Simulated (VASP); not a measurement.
# Te (P3_121) in VASP: single point with LDA

Aim: the single point of Te with LDA.

Program: VASP 6.6.1. These are calculated values, not measurements. Logs are shortened: lines on timing, memory, paths and dates and some standing lists are left out, and cuts for length are marked.

### 1 The cell of the first run

Symmetry: P3_121, No. 152, trigonal system. The conventional cell has a = 4.454 Å, b = 4.454 Å, c = 5.924 Å, α = 90.00°, β = 90.00°, γ = 120.00°. Within 3.8 Å of Te (site symmetry 2) lie 6 Te at 2.86 to 3.47 Å.

### 2 Single point, LDA

Contents of INCAR:

```
SYSTEM = Te
PREC = Accurate ; ENCUT = 500
EDIFF = 1E-6 ; ISMEAR = 0
SIGMA = 0.1 ; LREAL = .False.
LASPH = .True. ; NELM = 120
ALGO = Normal ; ISIF = 2
LWAVE = .False. ; LCHARG = .True.
GGA = CA ; LELF = .True.
LVHAR = .True. ; NBANDS = 16
GGA_COMPAT = .False.
```

Contents of KPOINTS:

```
Automatic mesh
0
Gamma
  6 6 4
  0 0 0
```

Contents of POSCAR:

```
Te
1.0
    4.4540000000      0.0000000000      0.0000000000
   -2.2270000000      3.8572771485      0.0000000000
    0.0000000000      0.0000000000      5.9240000000
Te
3
Direct
    0.2690000000      0.0000000000      0.3333333333
    0.0000000000      0.2690000000      0.6666666667
    0.7310000000      0.7310000000      0.0000000000
```

Potentials or basis: VASP PAW LDA potentials, release 64 (Te).

Launch:

```bash
$ cat potpaw_LDA.64/Te/POTCAR > POTCAR
$ mpirun -np 1 vasp_std > vasp.out
```

OUTCAR:

```text
SYSTEM = Te
   PREC = Accurate
   ENCUT = 500
   EDIFF = 1E-6
   ISMEAR = 0
   LREAL = .False.
   LASPH = .True.
   NELM = 120
   ISIF = 2
   GGA = CA

 ion  position               nearest neighbor table
   1  0.269  0.000  0.333-   3 2.86   2 2.86   3 3.47   3 3.47   2 3.47   2 3.47
   2  0.000  0.269  0.667-   3 2.86   1 2.86   3 3.47   3 3.47   1 3.47   1 3.47
   3  0.731  0.731  0.000-   1 2.86   2 2.86   1 3.47   2 3.47   2 3.47   1 3.47

  LATTYP: Found a hexagonal cell.
 ALAT       =     4.4540000000
 C/A-ratio  =     1.3300404131

  Lattice vectors:

 A1 = (   4.4540000000,   0.0000000000,   0.0000000000)
 A2 = (  -2.2270000000,   3.8572771485,   0.0000000000)
 A3 = (   0.0000000000,   0.0000000000,   5.9240000000)

Analysis of symmetry for initial positions (statically):
=====================================================================
 Subroutine PRICEL returns:
 Original cell was already a primitive cell.

 Routine SETGRP: Setting up the symmetry group for a
 hexagonal supercell.

 Subroutine GETGRP returns: Found  6 space group operations
 (whereof  2 operations were pure point group operations)
 out of a pool of 24 trial point group operations.

The static configuration has the point symmetry C_2 .
 The point group associated with its full space group is D_3 .

Analysis of symmetry for dynamics (positions and initial velocities):
=====================================================================
 Subroutine PRICEL returns:
 Original cell was already a primitive cell.

 Routine SETGRP: Setting up the symmetry group for a
 hexagonal supercell.

 Subroutine GETGRP returns: Found  6 space group operations
 (whereof  2 operations were pure point group operations)
 out of a pool of 24 trial point group operations.

The dynamic configuration has the point symmetry C_2 .
 The point group associated with its full space group is D_3 .

 Subroutine INISYM returns: Found  6 space group operations
 (whereof  2 operations are pure point group operations),
 and found     1 'primitive' translations

----------------------------------------------------------------------------------------

                                     Primitive cell

  volume of cell :     101.7762

  direct lattice vectors                    reciprocal lattice vectors
     4.454000000  0.000000000  0.000000000     0.224517288  0.129625117  0.000000000
    -2.227000000  3.857277149  0.000000000     0.000000000  0.259250233  0.000000000
     0.000000000  0.000000000  5.924000000     0.000000000  0.000000000  0.168804862

[... 85 lines left out ...]
   LREAL  =      F    real-space projection
   EDIFFG = 0.1E-04   stopping-criterion for IOM
   NSW    =      0    number of steps for IOM
   IBRION =     -1    ionic relax: 0-MD 1-quasi-New 2-CG
   NFREE  =      0    steps in history (QN), initial steepest desc. (CG)
   ISIF   =      2    stress and relaxation
   ISYM   =      2    0-nonsym 1-usesym 2-fastsym
   POTIM  = 0.5000    time-step for ionic-motion
   TEBEG  =    0.0;   TEEND  =   0.0 temperature during run
   PSTRESS=    0.0 pullay stress
   NELECT =      18.0000    total number of electrons
   NUPDOWN=      -1.0000    fix difference up-down
   EMIN   =  10.00;   EMAX   =-10.00  energy-range for DOS
   EFERMI =   0.00;   METHOD = LEGACY
   ISMEAR =     0;   SIGMA  =   0.10  broadening in eV -4-tet -1-fermi 0-gaus
   EFERMI_NEDOS =   21; number of points for ismear=-14 and -15
   IALGO  =     38    algorithm
   IMIX   =      4    mixing-type and parameters
     AMIX     =   0.40;   BMIX     =  1.00
     AMIX_MAG =   1.60;   BMIX_MAG =  1.00
  volume/ion in A,a.u.               =      33.93       228.94
  Fermi-wavevector in a.u.,A,eV,Ry     =   0.918933  1.736531 11.489263  0.844437
  Thomas-Fermi vector in A             =   2.044070
   LORBIT       =      0    0 simple, 1 ext, 2 COOP (PROOUT), +10 PAW based schemes
   GGA     = CA    functional components
   LHFCALC =     F    Hartree Fock is set to
   AEXX    =    0.0000 exact exchange contribution
   IVDW    =     0    specifies the selected vdW correction
   LEPSILON=     F    determine dielectric tensor
   LRPA    =     F    only Hartree local field effects (RPA)
 non-spin polarized calculation
 Gauss-broadening in eV      SIGMA  =   0.10
  energy-cutoff  :      500.00
  volume of cell :      101.78
 maximum number of plane-waves:      2608
   NGX = 17   NGY = 17   NGZ = 21

 number of electron      18.0000001 magnetization

 Free energy of the ion-electron system (eV)
  ---------------------------------------------------
  ext. energy  EPLUGINS =         0.00000000
  ---------------------------------------------------
  free energy    TOTEN  =       -11.34344276 eV

  energy without entropy =      -11.34188973  energy(sigma->0) =      -11.34266625

 E-fermi :   5.8805     XC(G=0):  -9.3064

 val. band max:        5.8048903883   @ k =   0.3333   0.3333   0.5000
 cond. band min:       5.9205559643   @ k =   0.3333   0.3333   0.5000
 fundamental gap:      0.1156655761
 Fermi energy:         5.8804511653

 k-point     1 :       0.0000    0.0000    0.0000
  band No.  band energies     occupation
      1      -7.8403      2.00000
      2      -4.5516      2.00000
      3      -4.5516      2.00000
      4       2.7468      2.00000
      5       3.0454      2.00000
      6       3.0454      2.00000
[... 433 lines left out ...]
      3      -4.3353      2.00000
      4       0.6264      2.00000
      5       0.7825      2.00000
      6       0.7825      2.00000
[... 8 lines left out ...]
     15      12.1805      0.00000
     16      12.7775      0.00000

------------------------ aborting loop because EDIFF is reached ----------------------------------------

  FORCE on cell =-STRESS in cart. coord.  units (eV):
  Direction    XX          YY          ZZ          XY          YZ          ZX
  --------------------------------------------------------------------------------------
  -------------------------------------------------------------------------------------
  Total       -1.1775224     -1.1775224     -1.1087990      0.0000000      0.0000000      0.0000000
  in kB      -18.5367532    -18.5367532    -17.4548972      0.0000000      0.0000000      0.0000000
  external PRESSURE =     -18.1761345 kB  Pullay stress =       0.0000000 kB

 VOLUME and BASIS-vectors are now :
 -----------------------------------------------------------------------------
  energy-cutoff  :      500.00
  volume of cell :      101.78
      direct lattice vectors                 reciprocal lattice vectors
     4.454000000  0.000000000  0.000000000     0.224517288  0.129625117  0.000000000
    -2.227000000  3.857277149  0.000000000     0.000000000  0.259250233  0.000000000
     0.000000000  0.000000000  5.924000000     0.000000000  0.000000000  0.168804862

 POSITION                                       TOTAL-FORCE (eV/Angst)
 -----------------------------------------------------------------------------------
      1.19813      0.00000      1.97467         0.074480      0.000000     -0.000000
     -0.59906      1.03761      3.94933        -0.037240      0.064502      0.000000
      1.62794      2.81967      0.00000        -0.037240     -0.064502      0.000000
 -----------------------------------------------------------------------------------
    total drift:                               -0.000000     -0.000000      0.000000

  FREE ENERGIE OF THE ION-ELECTRON SYSTEM (eV)
  ---------------------------------------------------
  free  energy   TOTEN  =       -11.3434427568 eV

  energy  without entropy=      -11.3418897345  energy(sigma->0) =      -11.34266625
```

stdout:

```text
POSCAR found type information on POSCAR Te
 POSCAR found :  1 types and       3 ions
 scaLAPACK will be used
 LDA part: xc-table for (Slater(with rela. corr.)+CA(PZ))
 , standard interpolation
 POSCAR, INCAR and KPOINTS ok, starting setup
 FFT: planning ... GRIDC
 FFT: planning ... GRID_SOFT
 FFT: planning ... GRID
 WAVECAR not read
 entering main loop
```

Wall time 20 s (1 thread of Intel Xeon 8259CL, shared host); peak memory 0.19 GiB.

Results:

```yaml
Free_energy: -11.3434 eV
Pressure: -1.8 GPa
Largest_force: 0.074 eV/Å
Band_gap_on_the_k_mesh: 0.12 eV
```

Forces on the atoms (eV/Å):
```
Te   0.074  0.000  0.000
Te  -0.037  0.065  0.000
Te  -0.037 -0.065  0.000
```

Levels at points of the mesh, in eV from the valence-band top:
```csv
k point,band 5,band 6,band 7,band 8,band 9,band 10,band 11,band 12,band 13,band 14
"(0.00, 0.00, 0.00)",-2.76,-2.76,-1.68,-1.68,-0.84,0.97,0.97,1.56,4.89,4.89
"(0.50, 0.00, 0.00)",-4.42,-3.59,-3.54,-1.03,-0.81,0.80,0.86,2.86,3.68,7.23
"(0.00, 0.00, 0.50)",-2.66,-2.66,-1.31,-1.02,-1.02,0.42,0.42,0.45,3.96,5.19
"(0.50, 0.00, 0.50)",-3.67,-3.64,-2.47,-2.12,-0.21,0.70,1.92,2.52,4.46,5.17
```

Caveat: spin-orbit coupling is left out, which moves the levels of the heavy elements. A k mesh can miss the band edges.
